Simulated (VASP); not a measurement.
# Mg2Cl (I4/mmm) in VASP: a series of runs

Runs on Mg2Cl. Level: PBE. Tasks: single point, relaxation of cell and atoms.

Everything below comes from runs of VASP 6.6.1. Logs are shortened: lines on timing, memory, paths and dates and some standing lists are left out, and cuts for length are marked.

**1. The cell of the first run**

The structure is tetragonal, space group I4/mmm (No. 139). The conventional cell has a = 3.358 Å, b = 3.358 Å, c = 11.783 Å, α = 90.00°, β = 90.00°, γ = 90.00°. Mg (site symmetry 4mm) has 9 Mg at 3.05 to 3.97 Å and 5 Cl at 3.10 to 3.91 Å within 4.0 Å. Within 4.1 Å of Cl (site symmetry 4/mmm) lie 10 Mg at 3.10 to 3.91 Å and 4 Cl at 3.36 Å.

**2. Single point, PBE**

Contents of INCAR:

```
SYSTEM = Mg2Cl
ALGO = Normal
EDIFF = 1E-6
ENCUT = 520
GGA = PE
ISIF = 2
ISMEAR = 0
LASPH = .True.
LCHARG = .True.
LELF = .True.
LREAL = .False.
LVHAR = .True.
LWAVE = .False.
NBANDS = 12
NELM = 100
PREC = Accurate
SIGMA = 0.1
```

Contents of KPOINTS:

```
k-points
0
Gamma
  8 8 8
  0 0 0
```

Contents of POSCAR:

```
Mg2Cl
1.0
   -1.6791830029      1.6791830029      5.8915286046
    1.6791830029     -1.6791830029      5.8915286046
    1.6791830029      1.6791830029     -5.8915286046
Mg Cl
2 1
Direct
    0.3314132651      0.3314132651      0.0000000000
    0.6685867349      0.6685867349      0.0000000000
    0.0000000000      0.0000000000      0.0000000000
```

Potentials or basis: VASP PAW PBE potentials, release 64 (Mg, Cl).

Launch:

```bash
> cat potpaw_PBE.64/Mg/POTCAR potpaw_PBE.64/Cl/POTCAR > POTCAR
> mpirun -np 1 vasp_std > vasp.out
```

OUTCAR:

```text
SYSTEM = Mg2Cl
   EDIFF = 1E-6
   ENCUT = 520
   GGA = PE
   ISIF = 2
   ISMEAR = 0
   LASPH = .True.
   LREAL = .False.
   NELM = 100
   PREC = Accurate

 ion  position               nearest neighbor table
   1  0.331  0.331  0.000-   2 3.05   2 3.05   2 3.05   2 3.05   3 3.10   3 3.10   3 3.10   3 3.10

   2  0.669  0.669  0.000-   1 3.05   1 3.05   1 3.05   1 3.05   3 3.10   3 3.10   3 3.10   3 3.10

   3  0.000  0.000  0.000-   2 3.10   1 3.10   2 3.10   1 3.10   2 3.10   1 3.10   1 3.10   2 3.10

  LATTYP: Found a body centered tetragonal cell.
 ALAT       =     3.3583660058
 C/A-ratio  =     3.5085685089

  Lattice vectors:

 A1 = (  -1.6791830029,   1.6791830029,   5.8915286046)
 A2 = (   1.6791830029,  -1.6791830029,   5.8915286046)
 A3 = (   1.6791830029,   1.6791830029,  -5.8915286046)

Analysis of symmetry for initial positions (statically):
=====================================================================
 Subroutine PRICEL returns:
 Original cell was already a primitive cell.

 Routine SETGRP: Setting up the symmetry group for a
 body centered tetragonal supercell.

 Subroutine GETGRP returns: Found 16 space group operations
 (whereof 16 operations were pure point group operations)
 out of a pool of 16 trial point group operations.

The static configuration has the point symmetry D_4h.

Analysis of symmetry for dynamics (positions and initial velocities):
=====================================================================
 Subroutine PRICEL returns:
 Original cell was already a primitive cell.

 Routine SETGRP: Setting up the symmetry group for a
 body centered tetragonal supercell.

 Subroutine GETGRP returns: Found 16 space group operations
 (whereof 16 operations were pure point group operations)
 out of a pool of 16 trial point group operations.

The dynamic configuration has the point symmetry D_4h.

 Subroutine INISYM returns: Found 16 space group operations
 (whereof 16 operations are pure point group operations),
 and found     1 'primitive' translations

----------------------------------------------------------------------------------------

                                     Primitive cell

  volume of cell :      66.4483

  direct lattice vectors                    reciprocal lattice vectors
    -1.679183003  1.679183003  5.891528605     0.000000000  0.297763853  0.084867618
     1.679183003 -1.679183003  5.891528605     0.297763853  0.000000000  0.084867618
     1.679183003  1.679183003 -5.891528605     0.297763853  0.297763853  0.000000000

  length of vectors
     6.352119364  6.352119364  6.352119364     0.309622067  0.309622067  0.421101679

  position of ions in fractional coordinates (direct lattice)
     0.331413265  0.331413265  0.000000000
     0.668586735  0.668586735  0.000000000
     0.000000000  0.000000000  0.000000000

  ion indices of the primitive-cell ions
   primitive index   ion index
                 1           1
                 2           2
                 3           3

----------------------------------------------------------------------------------------

 KPOINTS: k-points

Automatic generation of k-mesh.
 Grid dimensions read from file:
 generate k-points for:    8    8    8

 Generating k-lattice:

  Cartesian coordinates                     Fractional coordinates (reciprocal lattice)
     0.000000000  0.037220482  0.010608452     0.125000000  0.000000000  0.000000000
     0.037220482  0.000000000  0.010608452     0.000000000  0.125000000  0.000000000
     0.037220482  0.037220482  0.000000000     0.000000000  0.000000000  0.125000000

  Length of vectors
     0.038702758  0.038702758  0.052637710

  Shift w.r.t. Gamma in fractional coordinates (k-lattice)
     0.000000000  0.000000000  0.000000000

 Subroutine IBZKPT returns following result:
 ===========================================

 Found     59 irreducible k-points:

 Following reciprocal coordinates:
            Coordinates               Weight
  0.000000  0.000000  0.000000      1.000000
  0.125000  0.000000  0.000000      8.000000
  0.250000  0.000000  0.000000      8.000000
  0.375000  0.000000  0.000000      8.000000
  0.500000  0.000000  0.000000      4.000000
  0.125000  0.125000  0.000000      8.000000
[... 16 lines left out ...]
  0.250000  0.125000  0.125000     16.000000
  0.375000  0.125000  0.125000      8.000000
 [... further k-points ...]
   k-points           NKPTS =     59   k-points in BZ     NKDIM =     59   number of bands    NBANDS=     12
   number of dos      NEDOS =    301   number of ions     NIONS =      3
   total plane-waves  NPLWV = 110592
   dimension x,y,z NGX =    48 NGY =   48 NGZ =   48
   dimension x,y,z NGXF=    96 NGYF=   96 NGZF=   96
   ions per type =               2   1
   NGX,Y,Z   is equivalent  to a cutoff of  12.56, 12.56, 12.56 a.u.
   NGXF,Y,Z  is equivalent  to a cutoff of  25.12, 25.12, 25.12 a.u.
 SYSTEM =  Mg2Cl
   PREC   = accura    normal or accurate (medium, high low for compatibility)
   ISTART =      0    job   : 0-new  1-cont  2-samecut
   ICHARG =      2    charge: 1-file 2-atom 10-const
   ISPIN  =      1    spin polarized calculation?
   LNONCOLLINEAR =      F non collinear calculations
   LSORBIT =      F    spin-orbit coupling
   LASPH  =      T    aspherical Exc in radial PAW
   ENCUT  =  520.0 eV  38.22 Ry    6.18 a.u.  11.81 11.81 11.81*2*pi/ulx,y,z
   NELM   =    100;   NELMIN=  2; NELMDL= -5     # of ELM steps
   EDIFF  = 0.1E-05   stopping-criterion for ELM
   LREAL  =      F    real-space projection
   EDIFFG = 0.1E-04   stopping-criterion for IOM
   NSW    =      0    number of steps for IOM
   IBRION =     -1    ionic relax: 0-MD 1-quasi-New 2-CG
   NFREE  =      0    steps in history (QN), initial steepest desc. (CG)
   ISIF   =      2    stress and relaxation
   ISYM   =      2    0-nonsym 1-usesym 2-fastsym
   POTIM  = 0.5000    time-step for ionic-motion
   TEBEG  =    0.0;   TEEND  =   0.0 temperature during run
   PSTRESS=    0.0 pullay stress
   NELECT =      11.0000    total number of electrons
   NUPDOWN=      -1.0000    fix difference up-down
   EMIN   =  10.00;   EMAX   =-10.00  energy-range for DOS
   EFERMI =   0.00;   METHOD = LEGACY
   ISMEAR =     0;   SIGMA  =   0.10  broadening in eV -4-tet -1-fermi 0-gaus
   EFERMI_NEDOS =   21; number of points for ismear=-14 and -15
   IALGO  =     38    algorithm
   IMIX   =      4    mixing-type and parameters
     AMIX     =   0.40;   BMIX     =  1.00
     AMIX_MAG =   1.60;   BMIX_MAG =  1.00
  volume/ion in A,a.u.               =      22.15       149.47
  Fermi-wavevector in a.u.,A,eV,Ry     =   0.898899  1.698673 10.993779  0.808020
  Thomas-Fermi vector in A             =   2.021666
   LORBIT       =      0    0 simple, 1 ext, 2 COOP (PROOUT), +10 PAW based schemes
   GGA     = PE    functional components
   LHFCALC =     F    Hartree Fock is set to
   AEXX    =    0.0000 exact exchange contribution
   IVDW    =     0    specifies the selected vdW correction
   LEPSILON=     F    determine dielectric tensor
   LRPA    =     F    only Hartree local field effects (RPA)
 non-spin polarized calculation
 Gauss-broadening in eV      SIGMA  =   0.10
  energy-cutoff  :      520.00
  volume of cell :       66.45
 maximum number of plane-waves:      1802
   NGX = 23   NGY = 23   NGZ = 23

 number of electron      10.9999999 magnetization

 Free energy of the ion-electron system (eV)
  ---------------------------------------------------
  ext. energy  EPLUGINS =         0.00000000
  ---------------------------------------------------
  free energy    TOTEN  =        -6.40620625 eV

  energy without entropy =       -6.40259053  energy(sigma->0) =       -6.40439839

 E-fermi :   3.8550     XC(G=0):  -8.7396

 val. band max:        3.8521978520   @ k =  -0.2500  -0.2500   0.2500
 cond. band min:       3.8827923628   @ k =  -0.3750   0.3750   0.3750
 fundamental gap:      0.0305945108
 Fermi energy:         3.8549723674

 k-point     1 :       0.0000    0.0000    0.0000
  band No.  band energies     occupation
      1     -13.2583      2.00000
      2      -2.5030      2.00000
      3      -1.6489      2.00000
      4      -0.0427      2.00000
      5      -0.0427      2.00000
      6       5.3629      0.00000
      7       5.7814      0.00000
      8       9.5041      0.00000
      9       9.7531      0.00000
     10       9.8024      0.00000
     11       9.8024      0.00000
     12      11.9470      0.00000

 k-point     2 :       0.1250    0.0000    0.0000
  band No.  band energies     occupation
      1     -13.1970      2.00000
      2      -2.4713      2.00000
      3      -1.4948      2.00000
      4      -0.4268      2.00000
      5       0.0046      2.00000
      6       5.3724      0.00000
      7       6.1297      0.00000
      8       7.5069      0.00000
      9       9.6763      0.00000
     10       9.9930      0.00000
     11      11.0556      0.00000
     12      12.0745      0.00000

 k-point     3 :       0.2500    0.0000    0.0000
  band No.  band energies     occupation
      1     -13.0417      2.00000
      2      -2.3269      2.00000
      3      -1.9051      2.00000
      4      -0.2467      2.00000
      5       0.1229      2.00000
      6       4.6770      0.00000
      7       5.8021      0.00000
      8       7.1590      0.00000
      9       9.3279      0.00000
     10      10.5546      0.00000
     11      11.2656      0.00000
     12      12.0705      0.00000

 k-point     4 :       0.3750    0.0000    0.0000
  band No.  band energies     occupation
      1     -12.8751      2.00000
      2      -2.7747      2.00000
      3      -1.9075      2.00000
      4       0.2476      2.00000
      5       0.6638      2.00000
      6       3.2480      2.00000
      7       5.2961      0.00000
      8       7.6087      0.00000
      9       8.7465      0.00000
     10      10.9924      0.00000
     11      11.3862      0.00000
     12      11.8060      0.00000

 k-point     5 :       0.5000    0.0000    0.0000
  band No.  band energies     occupation
      1     -12.8023      2.00000
      2      -3.0728      2.00000
      3      -1.7300      2.00000
      4       0.3013      2.00000
      5       1.3274      2.00000
      6       2.4530      2.00000
      7       5.0176      0.00000
      8       7.3753      0.00000
      9       9.1029      0.00000
     10      10.6001      0.00000
     11      11.6909      0.00000
     12      11.7343      0.00000
[... 228 lines left out ...]
      1     -12.4113      2.00000
      2      -2.1798      2.00000
      3      -2.1452      2.00000
      4      -0.9673      2.00000
      5       3.7025      1.96893
      6       4.1062      0.00038
      7       4.4843      0.00000
      8       5.7430      0.00000
      9       6.0841      0.00000
     10       6.6612      0.00000
     11       9.3210      0.00000
     12       9.6662      0.00000

 k-point    22 :       0.1250    0.1250    0.1250
  band No.  band energies     occupation
      1     -12.8389      2.00000
      2      -1.9642      2.00000
      3      -1.7050      2.00000
      4      -1.2479      2.00000
      5       0.5324      2.00000
      6       5.2863      0.00000
      7       5.2863      0.00000
      8       7.1604      0.00000
      9       7.2610      0.00000
     10       9.6352      0.00000
     11      10.8112      0.00000
     12      12.0538      0.00000

 k-point    23 :       0.2500    0.1250    0.1250
  band No.  band energies     occupation
      1     -12.6831      2.00000
      2      -2.3910      2.00000
      3      -1.5381      2.00000
      4      -1.2033      2.00000
      5       1.4187      2.00000
      6       3.9067      0.46432
      7       5.7095      0.00000
      8       6.5526      0.00000
      9       7.4745      0.00000
     10       8.8221      0.00000
     11      10.0053      0.00000
     12      11.0351      0.00000

 k-point    24 :       0.3750    0.1250    0.1250
  band No.  band energies     occupation
      1     -12.6152      2.00000
      2      -2.6688      2.00000
      3      -1.3847      2.00000
      4      -1.1006      2.00000
      5       2.1750      2.00000
      6       2.9728      2.00000
      7       5.8645      0.00000
      8       6.1315      0.00000
      9       8.3621      0.00000
     10       8.5979      0.00000
     11       8.6999      0.00000
     12      10.6876      0.00000

 [... further k-points ...]

------------------------ aborting loop because EDIFF is reached ----------------------------------------

  FORCE on cell =-STRESS in cart. coord.  units (eV):
  Direction    XX          YY          ZZ          XY          YZ          ZX
  --------------------------------------------------------------------------------------
  -------------------------------------------------------------------------------------
  Total        0.0613902      0.0613902     -0.0241603      0.0000000     -0.0000000      0.0000000
  in kB        1.4802180      1.4802180     -0.5825447      0.0000000     -0.0000000      0.0000000
  external PRESSURE =       0.7926305 kB  Pullay stress =       0.0000000 kB

 VOLUME and BASIS-vectors are now :
 -----------------------------------------------------------------------------
  energy-cutoff  :      520.00
  volume of cell :       66.45
      direct lattice vectors                 reciprocal lattice vectors
    -1.679183003  1.679183003  5.891528605     0.000000000  0.297763853  0.084867618
     1.679183003 -1.679183003  5.891528605     0.297763853  0.000000000  0.084867618
     1.679183003  1.679183003 -5.891528605     0.297763853  0.297763853  0.000000000

 POSITION                                       TOTAL-FORCE (eV/Angst)
 -----------------------------------------------------------------------------------
      0.00000      0.00000      3.90506        -0.000000     -0.000000      0.020991
      0.00000      0.00000      7.87800         0.000000      0.000000     -0.020991
      0.00000      0.00000      0.00000         0.000000      0.000000     -0.000000
 -----------------------------------------------------------------------------------
    total drift:                                0.000000      0.000000      0.000000

  FREE ENERGIE OF THE ION-ELECTRON SYSTEM (eV)
  ---------------------------------------------------
  free  energy   TOTEN  =        -6.4062062453 eV

  energy  without entropy=       -6.4025905252  energy(sigma->0) =       -6.40439839
```

It took 68 s on 1 thread of Intel Xeon 6975P-C (Granite Rapids), shared host; peak memory 0.32 GiB.

Results:

```yaml
Free_energy: -6.4062 eV
Pressure: 0.1 GPa
Largest_force: 0.021 eV/Å
Band_gap_on_the_k_mesh: zero (an odd number of electrons rules out a gap without spin polarisation)
```

Forces on the atoms (eV/Å):
```
Mg   0.000  0.000  0.021
Mg   0.000  0.000 -0.021
Cl   0.000  0.000  0.000
```

Levels at points of the mesh, in eV from the Fermi level:
```csv
k point,band 2,band 3,band 4,band 5,band 6,band 7,band 8,band 9
"(0.00, 0.00, 0.00)",-6.36,-5.50,-3.90,-3.90,1.51,1.93,5.65,5.90
"(0.50, 0.00, 0.00)",-6.93,-5.58,-3.55,-2.53,-1.40,1.16,3.52,5.25
"(0.50, 0.50, 0.00)",-6.03,-6.00,-4.82,-0.15,0.25,0.63,1.89,2.23
"(0.50, 0.50, 0.50)",-7.30,-3.90,-3.90,-3.27,-1.26,3.61,4.72,5.80
```

**3. Single point, PBE**

This run uses another cell than the first one, of 23.75 Å³/atom.

Contents of INCAR:

```
SYSTEM = Mg2Cl
PREC = Accurate ; ENCUT = 520
EDIFF = 1E-7 ; ISMEAR = 0
SIGMA = 0.1 ; LREAL = .False.
LASPH = .True. ; NELM = 60
ALGO = Normal ; ISIF = 2
LWAVE = .False. ; LCHARG = .False.
GGA = PE ; NBANDS = 12
```

Contents of KPOINTS:

```
Automatic mesh
0
Gamma
  8 8 8
  0 0 0
```

Contents of POSCAR:

```
Mg2Cl
1.0
   -1.7101305675      1.7101305675      6.0914135717
    1.7101305675     -1.7101305675      6.0914135717
    1.7101305675      1.7101305675     -6.0914135717
Mg Cl
2 1
Direct
    0.3650000000      0.3650000000      0.0000000000
    0.6350000000      0.6350000000      0.0000000000
    0.0000000000      0.0000000000      0.0000000000
```

Potentials or basis: VASP PAW PBE potentials, release 64 (Mg, Cl).

Launch:

```bash
> cat potpaw_PBE.64/Mg/POTCAR potpaw_PBE.64/Cl/POTCAR > POTCAR
> mpirun -np 1 vasp_std > vasp.out
```

Wall time 68 s (1 thread of Intel Xeon 6975P-C (Granite Rapids), shared host); peak memory 0.36 GiB.

It converged, with:

| Property | Result |
| --- | --- |
| Free energy | -5.7825 eV |
| Pressure | -0.2 GPa |
| Largest force | 1.205 eV/Å |
| Band gap on the k mesh | zero (an odd number of electrons rules out a gap without spin polarisation) |

Forces in eV/Å, atoms in the order of the input:
```
Mg   0.000  0.000 -1.205
Mg   0.000  0.000  1.205
Cl   0.000  0.000  0.000
```

Stress tensor (GPa, compression positive):
```
 0.57  0.00  0.00
 0.00  0.57  0.00
 0.00  0.00 -1.65
```

Levels at points of the mesh, in eV from the Fermi level:
| k point | band 4 | band 5 | band 6 | band 7 | band 8 | band 9 |
| --- | --- | --- | --- | --- | --- | --- |
| (0.00, 0.00, 0.00) | -5.07 | -4.63 | 0.05 | 1.33 | 4.12 | 6.10 |
| (0.50, 0.00, 0.00) | -4.71 | -1.86 | -0.69 | 0.73 | 2.89 | 4.02 |
| (0.50, 0.50, 0.00) | -5.66 | -1.03 | 0.40 | 1.62 | 1.98 | 2.21 |
| (0.50, 0.50, 0.50) | -5.07 | -2.89 | -2.11 | 2.22 | 3.86 | 5.53 |

Caveat: forces of over 1 eV/Å act on the atoms, so gaps and moduli don't describe the material at rest.

[end of part 1 of 2]

The gap in the log of VASP goes by the Fermi energy; the results here count the filled bands.